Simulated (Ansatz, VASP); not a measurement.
## SiC: VASP beside Ansatz

```xyz
2
Lattice="0.0000 2.1790 2.1790 2.1790 0.0000 2.1790 2.1790 2.1790 0.0000" Properties=species:S:1:pos:R:3 pbc="T T T"
Si    0.0000    0.0000    0.0000
C     1.0895    1.0895    1.0895
```

Alike in both runs: task relaxation of cell and atoms; functional LDA; k mesh 10 × 10 × 10; no spin polarisation.

|  | VASP | Ansatz |
| --- | --- | --- |
| version | VASP 6.6.1 | Ansatz 0.2.0 |
| potentials or method | VASP PAW LDA potentials, release 64 (Si, C) | scalar-relativistic, plane waves, PAW |
| plane-wave cutoff (eV) | 600 | 420 |
| occupations | gaussian, width 0.01 eV | fixed |
| valence electrons in the cell | 8 | 8 |

VASP gave:

- gap on the k mesh at the Fermi level, each at its own relaxed structure (eV): 1.29
- relaxed volume (Å³/atom): 10.15
- relaxed cell length with the largest relative difference (Å): 3.062

Q: Which values does Ansatz return?

A: gap on the k mesh at the Fermi level, each at its own relaxed structure (eV): 1.30; relaxed volume (Å³/atom): 10.14; relaxed cell length with the largest relative difference (Å): 3.061.

LDA's correlation is that of Perdew and Zunger in VASP and of Perdew and Wang (1992) in Ansatz.
